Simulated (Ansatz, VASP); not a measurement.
# Two plane-wave programs on GaSb

File INCAR:

```
  PREC = Accurate
  ENCUT = 520
  EDIFF = 1E-7
  ISMEAR = 0
  SIGMA = 0.15
  LREAL = False
  LASPH = True
  NELM = 100
  ALGO = Normal
  ISIF = 2
  LWAVE = False
  LCHARG = False
  GGA = PS
  NBANDS = 16
```

Contents of KPOINTS:

```
regular mesh
0
Gamma
  14 14 14
```

Contents of POSCAR:

```
GaSb
1.0
    0.0000000000      3.0590000000      3.0590000000
    3.1048850000      0.0000000000      3.0590000000
    3.1048850000      3.0590000000      0.0000000000
Ga Sb
1 1
Direct
    0.0000000000      0.0000000000      0.0000000000
    0.7500000000      0.7500000000      0.7500000000
```

Input for Ansatz:

```yaml
crystal:
  lattice:
    - [0.0, 3.059, 3.059]
    - [3.104885, 0.0, 3.059]
    - [3.104885, 3.059, 0.0]
  atoms:
    - { symbol: Ga, position: [0.0, 0.0, 0.0] }
    - { symbol: Sb, position: [0.75, 0.75, 0.75] }
basis:
  ecutwfc: 420
kpoints:
  mp_grid: { grid: [14, 14, 14] }
hamiltonian:
  xc: pbesol
scf:
  occupations: { method: gaussian, width: 0.15 }
output:
  forces: true
  stress: true
  eigenvalues: true
```

Change from the starting cell: strain +0.0150 x Voigt [1, 0, 0, 0, 0, 0], atoms carried along.

Alike in both runs: task single point; functional PBEsol; k mesh 14 × 14 × 14; occupations gaussian, width 0.15 eV; no spin polarisation.

```csv
,VASP,Ansatz
version,VASP 6.6.1,Ansatz 0.2.0
potentials or method,"VASP PAW PBE potentials, release 64 (Ga_d, Sb), cutoff 520 eV","scalar-relativistic, plane waves, PAW"
valence electrons in the cell,18,28
```

Ansatz gave:

* gap on the k mesh at the Fermi level (eV): none
* pressure (GPa): -0.9
* traceless stress, the component that is largest in VASP (GPa): -0.45

Question: Which values does VASP return?

Answer: gap on the k mesh at the Fermi level (eV): none; pressure (GPa): -0.8; traceless stress, the component that is largest in VASP (GPa): -0.45.

VASP's potentials were made for PBE, not for PBEsol. A gap of «none» marks a metal or a gap that the smearing closes. The functional is the same, so the differences come from potentials, cutoffs and numerics. VASP's potentials hold 18 valence electrons a cell and Ansatz's 28, so a difference there can come from the potentials and not from the codes.

Neither program's run includes spin-orbit coupling.
